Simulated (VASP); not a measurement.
Wanted: the native input for a VASP 6.6.1 run.

```yaml
Task: single point
Functional: PBEsol
Potentials_or_basis: VASP PAW PBE potentials, release 64 (Mo_sv, S)
Cutoff: 520 eV
k_mesh: 12 × 12 × 2
Occupations: gaussian, width 0.02 eV
Spin: no spin polarisation
Dipole_correction: no
Further_INCAR_settings: ALGO = Normal; EDIFF = 1e-07; NBANDS = 49
```

The structure of MoS2 lies in POSCAR:

```
MoS2
1.0
    3.1430697428      0.0000000000      0.0000000000
   -1.5715348714      2.7219782431      0.0000000000
    0.0000000000      0.0000000000     18.8551778668
Mo S
3 6
Direct
    0.0000000000      0.0000000000      0.0002317094
    0.6666666667      0.3333333333      0.3335650427
    0.3333333333      0.6666666667      0.6668983760
    0.3333333333      0.6666666667      0.2509161712
    0.6666666667      0.3333333333      0.0828511194
    0.0000000000      0.0000000000      0.5842495045
    0.3333333333      0.6666666667      0.4161844528
    0.6666666667      0.3333333333      0.9175828379
    0.0000000000      0.0000000000      0.7495177861
```

One way to write it, as run:

INCAR

```
ALGO     = Normal         # electronic algorithm
EDIFF    = 1E-7           # SCF threshold, eV
ENCUT    = 520            # plane-wave cutoff, eV
GGA      = PS             # functional
ISIF     = 2              # what is computed and relaxed
ISMEAR   = 0              # smearing method
LASPH    = T              # aspherical terms in the spheres
LCHARG   = F              # write CHGCAR
LREAL    = F              # projectors in reciprocal space
LWAVE    = F              # write WAVECAR
NBANDS   = 49             # bands
NELM     = 60             # most SCF steps
PREC     = Accurate       # precision mode
SIGMA    = 0.02           # smearing width, eV
```

KPOINTS

```
k-points
0
Gamma
  12 12 2
```

Potentials or basis: VASP PAW PBE potentials, release 64 (Mo_sv, S).

Command:

```bash
$ cat potpaw_PBE.64/Mo_sv/POTCAR potpaw_PBE.64/S/POTCAR > POTCAR
$ mpirun -np 1 vasp_std > vasp.out
```

Results of the run:

```
Pressure               : 0.0 GPa
Band gap on the k mesh : 1.02 eV
```

Caveat: the PAW data sets were made with another functional, which shifts forces and pressure a little; this functional lacks dispersion, which binds layers or chains, so the pressure and a relaxed spacing across them are unreliable.

Wall time 3.2 min on 1 thread of Intel(R) Xeon(R) 6975P-C (Granite Rapids), with other jobs on the host, peak memory 0.38 GiB.
